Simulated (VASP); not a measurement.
# Si (Fmmm) in VASP: further runs

Si is run at these levels: PBE; tasks: single point.

Program: VASP 6.6.1. These are calculated values, not measurements. Logs are shortened: lines on timing, memory, paths and dates and some standing lists are left out, and cuts for length are marked.

### 1 The cell of the first run

The structure is orthorhombic, space group Fmmm (No. 69). The conventional cell has a = 3.861 Å, b = 7.381 Å, c = 8.706 Å, α = 90.00°, β = 90.00°, γ = 90.00°. Within 2.7 Å of Si (site symmetry m2m) lie 5 Si at 2.04 to 2.64 Å. Si (site symmetry mm2) has 4 Si at 2.04 to 2.30 Å within 2.7 Å.

### 2 Single point, PBE

File INCAR:

```
SYSTEM = Si
  ALGO = Normal
  EDIFF = 1E-6
  ENCUT = 520
  GGA = PE
  ISIF = 2
  ISMEAR = 0
  LASPH = .TRUE.
  LCHARG = .FALSE.
  LREAL = .FALSE.
  LWAVE = .FALSE.
  NBANDS = 16
  NELM = 100
  PREC = Accurate
  SIGMA = 0.05
```

File KPOINTS:

```
k-points
0
G
  10 10 10
  0 0 0
```

File POSCAR:

```
Si
1.0
   -3.0779365595      3.0779365595      1.9304179815
    3.0779365595     -3.0779365595      1.9304179815
    2.6095549092      2.6095549092     -1.9304179815
Si
4
Direct
    0.1786105079      0.1786105079      0.3572210158
    0.8213894921      0.8213894921      0.6427789842
    0.1786105079      0.8213894921      0.0000000000
    0.8213894921      0.1786105079      0.0000000000
```

Potentials or basis: VASP PAW PBE potentials, release 64 (Si).

Command:

```bash
cat potpaw_PBE.64/Si/POTCAR > POTCAR
mpirun -np 1 vasp_std > vasp.out
```

OUTCAR:

```text
SYSTEM = Si
   EDIFF = 1E-6
   ENCUT = 520
   GGA = PE
   ISIF = 2
   ISMEAR = 0
   LASPH = .TRUE.
   LREAL = .FALSE.
   NELM = 100
   PREC = Accurate

 ion  position               nearest neighbor table
   1  0.179  0.179  0.357-   3 2.04   4 2.04   2 2.20   2 2.20   2 2.64
   2  0.821  0.821  0.643-   3 2.04   4 2.04   1 2.20   1 2.20   1 2.64
   3  0.179  0.821  0.000-   1 2.04   2 2.04   4 2.30   4 2.30   4 3.11
   4  0.821  0.179  0.000-   1 2.04   2 2.04   3 2.30   3 2.30   3 3.11

  LATTYP: Found a face centered orthorhombic cell.
 ALAT       =     3.8608359630
 B/A-ratio  =     1.9117455285
 C/A-ratio  =     2.2548793413

  Lattice vectors:

 A1 = (  -0.4683816503,   5.6874914687,   0.0000000000)
 A2 = (  -3.0779365595,   3.0779365595,   1.9304179815)
 A3 = (   2.6095549092,   2.6095549092,   1.9304179815)

Analysis of symmetry for initial positions (statically):
=====================================================================
 Subroutine PRICEL returns:
 Original cell was already a primitive cell.

 Routine SETGRP: Setting up the symmetry group for a
 face centered orthorhombic supercell.

 Subroutine GETGRP returns: Found  8 space group operations
 (whereof  8 operations were pure point group operations)
 out of a pool of  8 trial point group operations.

The static configuration has the point symmetry D_2h.

Analysis of symmetry for dynamics (positions and initial velocities):
=====================================================================
 Subroutine PRICEL returns:
 Original cell was already a primitive cell.

 Routine SETGRP: Setting up the symmetry group for a
 face centered orthorhombic supercell.

 Subroutine GETGRP returns: Found  8 space group operations
 (whereof  8 operations were pure point group operations)
 out of a pool of  8 trial point group operations.

The dynamic configuration has the point symmetry D_2h.

 Subroutine INISYM returns: Found  8 space group operations
 (whereof  8 operations are pure point group operations),
 and found     1 'primitive' translations

----------------------------------------------------------------------------------------

                                     Primitive cell

  volume of cell :      62.0208

  direct lattice vectors                    reciprocal lattice vectors
    -3.077936559  3.077936559  1.930417981     0.014578531  0.177025025  0.259011263
     3.077936559 -3.077936559  1.930417981     0.177025025  0.014578531  0.259011263
     2.609554909  2.609554909 -1.930417981     0.191603556  0.191603556  0.000000000

  length of vectors
     4.761711931  4.761711931  4.164861010     0.314065642  0.314065642  0.270968347

  position of ions in fractional coordinates (direct lattice)
     0.178610508  0.178610508  0.357221016
     0.821389492  0.821389492  0.642778984
     0.178610508  0.821389492  0.000000000
     0.821389492  0.178610508  0.000000000

  ion indices of the primitive-cell ions
   primitive index   ion index
                 1           1
                 2           2
                 3           3
                 4           4

----------------------------------------------------------------------------------------

 KPOINTS: k-points

Automatic generation of k-mesh.
 Grid dimensions read from file:
 generate k-points for:   10   10   10

 Generating k-lattice:

  Cartesian coordinates                     Fractional coordinates (reciprocal lattice)
     0.001457853  0.017702502  0.025901126     0.100000000  0.000000000 -0.000000000
     0.017702502  0.001457853  0.025901126     0.000000000  0.100000000 -0.000000000
     0.019160356  0.019160356  0.000000000     0.000000000  0.000000000  0.100000000

  Length of vectors
     0.031406564  0.031406564  0.027096835

  Shift w.r.t. Gamma in fractional coordinates (k-lattice)
     0.000000000  0.000000000  0.000000000

 Subroutine IBZKPT returns following result:
 ===========================================

 Found    171 irreducible k-points:

 Following reciprocal coordinates:
            Coordinates               Weight
  0.000000  0.000000  0.000000      1.000000
  0.100000 -0.000000  0.000000      8.000000
  0.200000 -0.000000  0.000000      8.000000
  0.300000  0.000000  0.000000      8.000000
  0.400000  0.000000  0.000000      8.000000
  0.500000 -0.000000  0.000000      4.000000
[... 16 lines left out ...]
  0.300000  0.300000  0.000000      4.000000
  0.400000  0.300000  0.000000      8.000000
 [... further k-points ...]
   k-points           NKPTS =    171   k-points in BZ     NKDIM =    171   number of bands    NBANDS=     16
   number of dos      NEDOS =    301   number of ions     NIONS =      4
   total plane-waves  NPLWV =  41472
   dimension x,y,z NGX =    36 NGY =   36 NGZ =   32
   dimension x,y,z NGXF=    72 NGYF=   72 NGZF=   64
   ions per type =               4
   NGX,Y,Z   is equivalent  to a cutoff of  12.57, 12.57, 12.77 a.u.
   NGXF,Y,Z  is equivalent  to a cutoff of  25.14, 25.14, 25.55 a.u.
 SYSTEM =  Si
   PREC   = accura    normal or accurate (medium, high low for compatibility)
   ISTART =      0    job   : 0-new  1-cont  2-samecut
   ICHARG =      2    charge: 1-file 2-atom 10-const
   ISPIN  =      1    spin polarized calculation?
   LNONCOLLINEAR =      F non collinear calculations
   LSORBIT =      F    spin-orbit coupling
   LASPH  =      T    aspherical Exc in radial PAW
   ENCUT  =  520.0 eV  38.22 Ry    6.18 a.u.   8.85  8.85  7.74*2*pi/ulx,y,z
   NELM   =    100;   NELMIN=  2; NELMDL= -5     # of ELM steps
   EDIFF  = 0.1E-05   stopping-criterion for ELM
   LREAL  =      F    real-space projection
   EDIFFG = 0.1E-04   stopping-criterion for IOM
   NSW    =      0    number of steps for IOM
   IBRION =     -1    ionic relax: 0-MD 1-quasi-New 2-CG
   NFREE  =      0    steps in history (QN), initial steepest desc. (CG)
   ISIF   =      2    stress and relaxation
   ISYM   =      2    0-nonsym 1-usesym 2-fastsym
   POTIM  = 0.5000    time-step for ionic-motion
   TEBEG  =    0.0;   TEEND  =   0.0 temperature during run
   PSTRESS=    0.0 pullay stress
   NELECT =      16.0000    total number of electrons
   NUPDOWN=      -1.0000    fix difference up-down
   EMIN   =  10.00;   EMAX   =-10.00  energy-range for DOS
   EFERMI =   0.00;   METHOD = LEGACY
   ISMEAR =     0;   SIGMA  =   0.05  broadening in eV -4-tet -1-fermi 0-gaus
   EFERMI_NEDOS =   21; number of points for ismear=-14 and -15
   IALGO  =     38    algorithm
   IMIX   =      4    mixing-type and parameters
     AMIX     =   0.40;   BMIX     =  1.00
     AMIX_MAG =   1.60;   BMIX_MAG =  1.00
  volume/ion in A,a.u.               =      15.51       104.63
  Fermi-wavevector in a.u.,A,eV,Ry     =   1.042163  1.969403 14.777340  1.086104
  Thomas-Fermi vector in A             =   2.176816
   LORBIT       =      0    0 simple, 1 ext, 2 COOP (PROOUT), +10 PAW based schemes
   GGA     = PE    functional components
   LHFCALC =     F    Hartree Fock is set to
   AEXX    =    0.0000 exact exchange contribution
   IVDW    =     0    specifies the selected vdW correction
   LEPSILON=     F    determine dielectric tensor
   LRPA    =     F    only Hartree local field effects (RPA)
 non-spin polarized calculation
 Gauss-broadening in eV      SIGMA  =   0.05
  energy-cutoff  :      520.00
  volume of cell :       62.02
 maximum number of plane-waves:      1686
   NGX = 17   NGY = 17   NGZ = 15

 number of electron      15.9999999 magnetization

 Free energy of the ion-electron system (eV)
  ---------------------------------------------------
  ext. energy  EPLUGINS =         0.00000000
  ---------------------------------------------------
  free energy    TOTEN  =       -17.49252251 eV

  energy without entropy =      -17.49180072  energy(sigma->0) =      -17.49216161

 E-fermi :   8.5079     XC(G=0): -10.4204

 val. band max:        8.4900804010   @ k =  -0.2000  -0.2000   0.2000
 cond. band min:       8.5095910758   @ k =  -0.2000   0.5000   0.3000
 fundamental gap:      0.0195106748
 Fermi energy:         8.5079213310

 k-point     1 :       0.0000    0.0000    0.0000
  band No.  band energies     occupation
      1      -5.7192      2.00000
      2       1.5047      2.00000
      3       1.5280      2.00000
      4       3.8174      2.00000
      5       3.9186      2.00000
      6       5.9937      2.00000
[... 8 lines left out ...]
     15      12.8794      0.00000
     16      15.9499      0.00000

 k-point     2 :       0.1000   -0.0000    0.0000
  band No.  band energies     occupation
      1      -5.6009      2.00000
      2       0.9806      2.00000
      3       2.1152      2.00000
      4       3.1033      2.00000
      5       4.4288      2.00000
      6       5.6425      2.00000
[... 8 lines left out ...]
     15      13.2789      0.00000
     16      16.6828      0.00000

 k-point     3 :       0.2000   -0.0000    0.0000
  band No.  band energies     occupation
      1      -5.2542      2.00000
      2       0.6054      2.00000
      3       1.8453      2.00000
      4       3.0313      2.00000
      5       4.2905      2.00000
      6       4.8270      2.00000
[... 8 lines left out ...]
     15      14.8136      0.00000
     16      16.8767      0.00000

 k-point     4 :       0.3000    0.0000    0.0000
  band No.  band energies     occupation
      1      -4.7135      2.00000
      2       0.2835      2.00000
      3       0.9099      2.00000
      4       3.0849      2.00000
      5       3.7369      2.00000
      6       4.3429      2.00000
[... 8 lines left out ...]
     15      15.0696      0.00000
     16      16.4641      0.00000
[... 324 lines left out ...]
 k-point    22 :      -0.2000    0.2000    0.0000
  band No.  band energies     occupation
      1      -5.4789      2.00000
      2      -0.7479      2.00000
      3       3.3908      2.00000
      4       4.0896      2.00000
      5       4.6166      2.00000
      6       5.8965      2.00000
[... 8 lines left out ...]
     15      13.1772      0.00000
     16      17.1957      0.00000

 k-point    23 :       0.3000    0.3000    0.0000
  band No.  band energies     occupation
      1      -3.6931      2.00000
      2      -0.9950      2.00000
      3      -0.3595      2.00000
      4       2.9336      2.00000
      5       3.7329      2.00000
      6       5.2404      2.00000
[... 8 lines left out ...]
     15      15.6623      0.00000
     16      17.2524      0.00000

 k-point    24 :       0.4000    0.3000    0.0000
  band No.  band energies     occupation
      1      -4.0513      2.00000
      2      -1.6508      2.00000
      3       0.5487      2.00000
      4       3.3816      2.00000
      5       4.0670      2.00000
      6       5.5493      2.00000
[... 8 lines left out ...]
     15      14.9299      0.00000
     16      15.4452      0.00000

 [... further k-points ...]

------------------------ aborting loop because EDIFF is reached ----------------------------------------

  FORCE on cell =-STRESS in cart. coord.  units (eV):
  Direction    XX          YY          ZZ          XY          YZ          ZX
  --------------------------------------------------------------------------------------
  -------------------------------------------------------------------------------------
  Total       25.4342737     25.4342737      8.3663258     -3.1234905      0.0000000      0.0000000
  in kB      657.0410029    657.0410029    216.1264426    -80.6888126      0.0000000      0.0000000
  external PRESSURE =     510.0694828 kB  Pullay stress =       0.0000000 kB

 VOLUME and BASIS-vectors are now :
 -----------------------------------------------------------------------------
  energy-cutoff  :      520.00
  volume of cell :       62.02
      direct lattice vectors                 reciprocal lattice vectors
    -3.077936559  3.077936559  1.930417981     0.014578531  0.177025025  0.259011263
     3.077936559 -3.077936559  1.930417981     0.177025025  0.014578531  0.259011263
     2.609554909  2.609554909 -1.930417981     0.191603556  0.191603556  0.000000000

 POSITION                                       TOTAL-FORCE (eV/Angst)
 -----------------------------------------------------------------------------------
      0.93219      0.93219     -0.00000         3.160065      3.160065     -0.000000
      1.67737      1.67737      1.93042        -3.160065     -3.160065      0.000000
      1.97843     -1.97843      1.93042        -5.095237      5.095237     -0.000000
     -1.97843      1.97843      1.93042         5.095237     -5.095237     -0.000000
 -----------------------------------------------------------------------------------
    total drift:                                0.000000     -0.000000      0.000000

  FREE ENERGIE OF THE ION-ELECTRON SYSTEM (eV)
  ---------------------------------------------------
  free  energy   TOTEN  =       -17.4925225051 eV

  energy  without entropy=      -17.4918007242  energy(sigma->0) =      -17.49216161
```

It took 70 s on 1 thread of Intel Xeon 6975P-C (Granite Rapids), shared host; peak memory 0.26 GiB.

Results:

```yaml
Free_energy: -17.4925 eV
Pressure: 51.0 GPa
Largest_force: 7.206 eV/Å
Band_gap_on_the_k_mesh: zero (bands 8 and 9 overlap by 1.43 eV)
```

Forces on the atoms (eV/Å):
```
Si   3.160  3.160  0.000
Si  -3.160 -3.160  0.000
Si  -5.095  5.095  0.000
Si   5.095 -5.095  0.000
```

Caveat: the cell stands under pressure; forces of over 1 eV/Å act on the atoms, so gaps and moduli don't describe the material at rest.

(Part 1 of 2 ends here.)
